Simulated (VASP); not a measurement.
# GaN (I-4m2) in VASP: a series of runs

Runs on GaN. Level: PBE. Tasks: single point.

Program: VASP 6.6.1. These are calculated values, not measurements. Logs are shortened: lines on timing, memory, paths and dates and some standing lists are left out, and cuts for length are marked.

## (1) The cell of the first run

Symmetry: I-4m2, No. 119, tetragonal system. Conventional cell: a = 3.187 Å, b = 3.187 Å, c = 4.237 Å, α = 90.00°, β = 90.00°, γ = 90.00°. Ga (site symmetry -4m2) has 4 N at 1.91 Å within 2.5 Å. Within 2.5 Å of N (site symmetry -4m2) lie 4 Ga at 1.91 Å.

## (2) Single point, PBE (strain -0.0600 x Voigt [0, 0, 1, 0, 0, 0])

File INCAR:

```
SYSTEM = GaN
PREC = Accurate
ENCUT = 520
EDIFF = 1E-6
ISMEAR = 0
SIGMA = 0.05
LREAL = .False.
LASPH = .True.
NELM = 60
ALGO = Normal
ISIF = 2
LWAVE = .False.
LCHARG = .False.
GGA = PE
NBANDS = 16
```

File KPOINTS:

```
Automatic mesh
0
Gamma
  10 10 10
  0 0 0
```

File POSCAR:

```
GaN
1.0
    0.0000000000      2.2535006075      2.1182905710
    2.2535006075      0.0000000000      2.1182905710
    2.2535006075      2.2535006075      0.0000000000
Ga N
1 1
Direct
    0.0000000000      0.0000000000      0.0000000000
    0.7500000000      0.7500000000      0.7500000000
```

Potentials or basis: VASP PAW PBE potentials, release 64 (Ga_d, N).

On the command line:

```console
$ cat potpaw_PBE.64/Ga_d/POTCAR potpaw_PBE.64/N/POTCAR > POTCAR
$ mpirun -np 1 vasp_std > vasp.out
```

OUTCAR:

```text
SYSTEM = GaN
   PREC = Accurate
   ENCUT = 520
   EDIFF = 1E-6
   ISMEAR = 0
   LREAL = .False.
   LASPH = .True.
   NELM = 60
   ISIF = 2
   GGA = PE

 ion  position               nearest neighbor table
   1  0.000  0.000  0.000-   2 1.91   2 1.91   2 1.91   2 1.91
   2  0.750  0.750  0.750-   1 1.91   1 1.91   1 1.91   1 1.91

  LATTYP: Found a body centered tetragonal cell.
 ALAT       =     3.1869311219
 C/A-ratio  =     1.3293607486

  Lattice vectors:

 A1 = (   0.0000000000,  -2.2535006075,  -2.1182905710)
 A2 = (   0.0000000000,   2.2535006075,  -2.1182905710)
 A3 = (   2.2535006075,   0.0000000000,   2.1182905710)

Analysis of symmetry for initial positions (statically):
=====================================================================
 Subroutine PRICEL returns:
 Original cell was already a primitive cell.

 Routine SETGRP: Setting up the symmetry group for a
 body centered tetragonal supercell.

 Subroutine GETGRP returns: Found  8 space group operations
 (whereof  8 operations were pure point group operations)
 out of a pool of 16 trial point group operations.

The static configuration has the point symmetry D_2d.

Analysis of symmetry for dynamics (positions and initial velocities):
=====================================================================
 Subroutine PRICEL returns:
 Original cell was already a primitive cell.

 Routine SETGRP: Setting up the symmetry group for a
 body centered tetragonal supercell.

 Subroutine GETGRP returns: Found  8 space group operations
 (whereof  8 operations were pure point group operations)
 out of a pool of 16 trial point group operations.

The dynamic configuration has the point symmetry D_2d.

 Subroutine INISYM returns: Found  8 space group operations
 (whereof  8 operations are pure point group operations),
 and found     1 'primitive' translations

----------------------------------------------------------------------------------------

                                     Primitive cell

  volume of cell :      21.5145

  direct lattice vectors                    reciprocal lattice vectors
     0.000000000  2.253500607  2.118290571    -0.221877020  0.221877020  0.236039383
     2.253500607  0.000000000  2.118290571     0.221877020 -0.221877020  0.236039383
     2.253500607  2.253500607  0.000000000     0.221877020  0.221877020 -0.236039383

  length of vectors
     3.092801308  3.092801308  3.186931122     0.392649226  0.392649226  0.392649226

  position of ions in fractional coordinates (direct lattice)
     0.000000000  0.000000000  0.000000000
     0.750000000  0.750000000  0.750000000

  ion indices of the primitive-cell ions
   primitive index   ion index
                 1           1
                 2           2

----------------------------------------------------------------------------------------

 KPOINTS: Automatic mesh

Automatic generation of k-mesh.
 Grid dimensions read from file:
 generate k-points for:   10   10   10

 Generating k-lattice:

  Cartesian coordinates                     Fractional coordinates (reciprocal lattice)
    -0.022187702  0.022187702  0.023603938     0.100000000 -0.000000000  0.000000000
     0.022187702 -0.022187702  0.023603938    -0.000000000  0.100000000  0.000000000
     0.022187702  0.022187702 -0.023603938     0.000000000  0.000000000  0.100000000

  Length of vectors
     0.039264923  0.039264923  0.039264923

  Shift w.r.t. Gamma in fractional coordinates (k-lattice)
     0.000000000  0.000000000  0.000000000

 Subroutine IBZKPT returns following result:
 ===========================================

 Found    102 irreducible k-points:

 Following reciprocal coordinates:
            Coordinates               Weight
  0.000000  0.000000  0.000000      1.000000
  0.100000  0.000000  0.000000      8.000000
  0.200000  0.000000  0.000000      8.000000
  0.300000  0.000000  0.000000      8.000000
  0.400000  0.000000  0.000000      8.000000
  0.500000  0.000000  0.000000      4.000000
[... 16 lines left out ...]
  0.300000  0.300000  0.000000      2.000000
  0.400000  0.300000  0.000000      8.000000
 [... further k-points ...]
   k-points           NKPTS =    102   k-points in BZ     NKDIM =    102   number of bands    NBANDS=     16
   number of dos      NEDOS =    301   number of ions     NIONS =      2
   total plane-waves  NPLWV =  13824
   dimension x,y,z NGX =    24 NGY =   24 NGZ =   24
   dimension x,y,z NGXF=    48 NGYF=   48 NGZF=   48
   ions per type =               1   1
   NGX,Y,Z   is equivalent  to a cutoff of  12.90, 12.90, 12.52 a.u.
   NGXF,Y,Z  is equivalent  to a cutoff of  25.80, 25.80, 25.04 a.u.
 SYSTEM =  GaN
   PREC   = accura    normal or accurate (medium, high low for compatibility)
   ISTART =      0    job   : 0-new  1-cont  2-samecut
   ICHARG =      2    charge: 1-file 2-atom 10-const
   ISPIN  =      1    spin polarized calculation?
   LNONCOLLINEAR =      F non collinear calculations
   LSORBIT =      F    spin-orbit coupling
   LASPH  =      T    aspherical Exc in radial PAW
   ENCUT  =  520.0 eV  38.22 Ry    6.18 a.u.   5.75  5.75  5.93*2*pi/ulx,y,z
   NELM   =     60;   NELMIN=  2; NELMDL= -5     # of ELM steps
   EDIFF  = 0.1E-05   stopping-criterion for ELM
   LREAL  =      F    real-space projection
   EDIFFG = 0.1E-04   stopping-criterion for IOM
   NSW    =      0    number of steps for IOM
   IBRION =     -1    ionic relax: 0-MD 1-quasi-New 2-CG
   NFREE  =      0    steps in history (QN), initial steepest desc. (CG)
   ISIF   =      2    stress and relaxation
   ISYM   =      2    0-nonsym 1-usesym 2-fastsym
   POTIM  = 0.5000    time-step for ionic-motion
   TEBEG  =    0.0;   TEEND  =   0.0 temperature during run
   PSTRESS=    0.0 pullay stress
   NELECT =      18.0000    total number of electrons
   NUPDOWN=      -1.0000    fix difference up-down
   EMIN   =  10.00;   EMAX   =-10.00  energy-range for DOS
   EFERMI =   0.00;   METHOD = LEGACY
   ISMEAR =     0;   SIGMA  =   0.05  broadening in eV -4-tet -1-fermi 0-gaus
   EFERMI_NEDOS =   21; number of points for ismear=-14 and -15
   IALGO  =     38    algorithm
   IMIX   =      4    mixing-type and parameters
     AMIX     =   0.40;   BMIX     =  1.00
     AMIX_MAG =   1.60;   BMIX_MAG =  1.00
  volume/ion in A,a.u.               =      10.76        72.59
  Fermi-wavevector in a.u.,A,eV,Ry     =   1.542607  2.915105 32.376929  2.379637
  Thomas-Fermi vector in A             =   2.648388
   LORBIT       =      0    0 simple, 1 ext, 2 COOP (PROOUT), +10 PAW based schemes
   GGA     = PE    functional components
   LHFCALC =     F    Hartree Fock is set to
   AEXX    =    0.0000 exact exchange contribution
   IVDW    =     0    specifies the selected vdW correction
   LEPSILON=     F    determine dielectric tensor
   LRPA    =     F    only Hartree local field effects (RPA)
 non-spin polarized calculation
 Gauss-broadening in eV      SIGMA  =   0.05
  energy-cutoff  :      520.00
  volume of cell :       21.51
 maximum number of plane-waves:       592
   NGX = 11   NGY = 11   NGZ = 11

 number of electron      18.0000006 magnetization

 Free energy of the ion-electron system (eV)
  ---------------------------------------------------
  ext. energy  EPLUGINS =         0.00000000
  ---------------------------------------------------
  free energy    TOTEN  =       -12.02650534 eV

  energy without entropy =      -12.02650534  energy(sigma->0) =      -12.02650534

 E-fermi :   6.4766     XC(G=0): -12.0064

 val. band max:        6.1515676747   @ k =   0.0000   0.0000   0.0000
 cond. band min:       8.0952372349   @ k =   0.0000   0.0000   0.0000
 fundamental gap:      1.9436695602
 Fermi energy:         6.4765575036

 k-point     1 :       0.0000    0.0000    0.0000
  band No.  band energies     occupation
      1     -10.4980      2.00000
      2      -7.5578      2.00000
      3      -7.5578      2.00000
      4      -7.4892      2.00000
      5      -7.1574      2.00000
      6      -7.1478      2.00000
[... 8 lines left out ...]
     15      24.6299      0.00000
     16      24.6299      0.00000

 k-point     2 :       0.1000    0.0000    0.0000
  band No.  band energies     occupation
      1     -10.3733      2.00000
      2      -7.5417      2.00000
      3      -7.5286      2.00000
      4      -7.4686      2.00000
      5      -7.1572      2.00000
      6      -7.1507      2.00000
[... 8 lines left out ...]
     15      23.4529      0.00000
     16      25.1430      0.00000

 k-point     3 :       0.2000    0.0000    0.0000
  band No.  band energies     occupation
      1     -10.0514      2.00000
      2      -7.5052      2.00000
      3      -7.4635      2.00000
      4      -7.3486      2.00000
      5      -7.1517      2.00000
      6      -7.1501      2.00000
[... 8 lines left out ...]
     15      22.8121      0.00000
     16      24.2005      0.00000

 k-point     4 :       0.3000    0.0000    0.0000
  band No.  band energies     occupation
      1      -9.6888      2.00000
      2      -7.4742      2.00000
      3      -7.4241      2.00000
      4      -7.1553      2.00000
      5      -7.1253      2.00000
      6      -6.9524      2.00000
[... 8 lines left out ...]
     15      23.6872      0.00000
     16      24.1541      0.00000
[... 324 lines left out ...]
 k-point    22 :      -0.2000    0.2000    0.0000
  band No.  band energies     occupation
      1      -9.5914      2.00000
      2      -7.4314      2.00000
      3      -7.4052      2.00000
      4      -7.1780      2.00000
      5      -7.1714      2.00000
      6      -6.8189      2.00000
[... 8 lines left out ...]
     15      23.5336      0.00000
     16      27.9191      0.00000

 k-point    23 :       0.3000    0.3000    0.0000
  band No.  band energies     occupation
      1      -9.4351      2.00000
      2      -7.3991      2.00000
      3      -7.3266      2.00000
      4      -7.3266      2.00000
      5      -7.0819      2.00000
      6      -6.6336      2.00000
[... 8 lines left out ...]
     15      27.7644      0.00000
     16      29.0268      0.00000

 k-point    24 :       0.4000    0.3000    0.0000
  band No.  band energies     occupation
      1      -9.2882      2.00000
      2      -7.4167      2.00000
      3      -7.2830      2.00000
      4      -7.2804      2.00000
      5      -7.0655      2.00000
      6      -6.1385      2.00000
[... 8 lines left out ...]
     15      28.5242      0.00000
     16      29.0284      0.00000

 [... further k-points ...]
[... 5 lines left out ...]
  --------------------------------------------------------------------------------------
  -------------------------------------------------------------------------------------
  Total        2.2001141      2.2001141      2.9910171      0.0000000      0.0000000      0.0000000
  in kB      163.8418743    163.8418743    222.7401902      0.0000000      0.0000000      0.0000000
  external PRESSURE =     183.4746463 kB  Pullay stress =       0.0000000 kB

 VOLUME and BASIS-vectors are now :
 -----------------------------------------------------------------------------
  energy-cutoff  :      520.00
  volume of cell :       21.51
      direct lattice vectors                 reciprocal lattice vectors
     0.000000000  2.253500607  2.118290571    -0.221877020  0.221877020  0.236039383
     2.253500607  0.000000000  2.118290571     0.221877020 -0.221877020  0.236039383
     2.253500607  2.253500607  0.000000000     0.221877020  0.221877020 -0.236039383

 POSITION                                       TOTAL-FORCE (eV/Angst)
 -----------------------------------------------------------------------------------
      0.00000      0.00000      0.00000        -0.000000     -0.000000     -0.000000
      3.38025      3.38025      3.17744         0.000000      0.000000      0.000000
 -----------------------------------------------------------------------------------
    total drift:                               -0.000001     -0.000001      0.000001

  FREE ENERGIE OF THE ION-ELECTRON SYSTEM (eV)
  ---------------------------------------------------
  free  energy   TOTEN  =       -12.0265053375 eV

  energy  without entropy=      -12.0265053375  energy(sigma->0) =      -12.02650534
```

Run time: 53 s. Hardware: 1 thread of Intel Xeon 8259CL, shared host; peak memory 0.16 GiB.

What came out:

| Quantity | Value |
| --- | --- |
| Free energy | -12.0265 eV |
| Pressure | 18.3 GPa |
| Band gap on the k mesh | 1.94 eV, direct |

Caveat: the cell differs from its parent crystal (strain -0.0600 x Voigt [0, 0, 1, 0, 0, 0]).

## (3) Single point, PBE (strain -0.0450 x Voigt [0, 0, 1, 0, 0, 0])

File INCAR:

```
SYSTEM = GaN
PREC = Accurate ; ENCUT = 520
EDIFF = 1E-6 ; ISMEAR = 0
SIGMA = 0.05 ; LREAL = .FALSE.
LASPH = .TRUE. ; NELM = 100
ALGO = Normal ; ISIF = 2
LWAVE = .FALSE. ; LCHARG = .TRUE.
GGA = PE ; LELF = .TRUE.
LVHAR = .TRUE. ; NBANDS = 16
```

File KPOINTS:

```
regular mesh
0
G
  10 10 10
  0 0 0
```

File POSCAR:

```
GaN
1.0
    0.0000000000      2.2535006075      2.1520930802
    2.2535006075      0.0000000000      2.1520930802
    2.2535006075      2.2535006075      0.0000000000
Ga N
1 1
Direct
    0.0000000000      0.0000000000      0.0000000000
    0.7500000000      0.7500000000      0.7500000000
```

Potentials or basis: VASP PAW PBE potentials, release 64 (Ga_d, N).

On the command line:

```console
$ cat potpaw_PBE.64/Ga_d/POTCAR potpaw_PBE.64/N/POTCAR > POTCAR
$ mpirun -np 1 vasp_std > vasp.out
```

OUTCAR:

```text
SYSTEM = GaN
   PREC = Accurate
   ENCUT = 520
   EDIFF = 1E-6
   ISMEAR = 0
   LREAL = .FALSE.
   LASPH = .TRUE.
   NELM = 100
   ISIF = 2
   GGA = PE

 ion  position               nearest neighbor table
   1  0.000  0.000  0.000-   2 1.92   2 1.92   2 1.92   2 1.92
   2  0.750  0.750  0.750-   1 1.92   1 1.92   1 1.92   1 1.92

  LATTYP: Found a body centered tetragonal cell.
 ALAT       =     3.1869311219
 C/A-ratio  =     1.3505739521

  Lattice vectors:

 A1 = (   0.0000000000,  -2.2535006075,  -2.1520930802)
[... 626 lines left out ...]
      4      -7.4488      2.00000
      5      -7.2492      2.00000
      6      -6.3423      2.00000
[... 8 lines left out ...]
     15      28.3152      0.00000
     16      28.6634      0.00000

 [... further k-points ...]
[... 5 lines left out ...]
  --------------------------------------------------------------------------------------
  -------------------------------------------------------------------------------------
  Total        1.7917262      1.7917262      2.4325580      0.0000000      0.0000000      0.0000000
  in kB      131.3335888    131.3335888    178.3065878      0.0000000      0.0000000      0.0000000
  external PRESSURE =     146.9912551 kB  Pullay stress =       0.0000000 kB

 VOLUME and BASIS-vectors are now :
 -----------------------------------------------------------------------------
  energy-cutoff  :      520.00
  volume of cell :       21.86
      direct lattice vectors                 reciprocal lattice vectors
     0.000000000  2.253500607  2.152093080    -0.221877020  0.221877020  0.232331958
     2.253500607  0.000000000  2.152093080     0.221877020 -0.221877020  0.232331958
     2.253500607  2.253500607  0.000000000     0.221877020  0.221877020 -0.232331958

 POSITION                                       TOTAL-FORCE (eV/Angst)
 -----------------------------------------------------------------------------------
      0.00000      0.00000      0.00000        -0.000000     -0.000000     -0.000000
      3.38025      3.38025      3.22814         0.000000      0.000000      0.000000
 -----------------------------------------------------------------------------------
    total drift:                               -0.000001     -0.000001      0.000000

  FREE ENERGIE OF THE ION-ELECTRON SYSTEM (eV)
  ---------------------------------------------------
  free  energy   TOTEN  =       -12.0695799844 eV

  energy  without entropy=      -12.0695799844  energy(sigma->0) =      -12.06957998
```

Wall time 58 s (1 thread of Intel Xeon 8259CL, shared host); peak memory 0.16 GiB.

Results:

| Item | Value |
| --- | --- |
| Free energy | -12.0696 eV |
| Pressure | 14.7 GPa |
| Band gap on the k mesh | 1.88 eV, direct |

Levels at points of the mesh, in eV from the valence-band top:
```
           k point  band 6  band 7  band 8  band 9  band 10  band 11  band 12  band 13
(0.00, 0.00, 0.00)  -13.25   -0.20   -0.20    0.00     1.88    10.39    10.52    10.52
(0.50, 0.00, 0.00)  -12.01   -7.47   -1.33   -0.99     4.77     8.84    10.12    10.91
(0.50, 0.50, 0.00)  -11.42   -6.10   -3.23   -3.23     3.04     6.28    12.37    14.15
(0.50, 0.00, 0.50)  -11.68   -6.62   -2.88   -2.85     3.35     7.07    11.67    13.85
```

Caveat: the cell differs from its parent crystal (strain -0.0450 x Voigt [0, 0, 1, 0, 0, 0]).
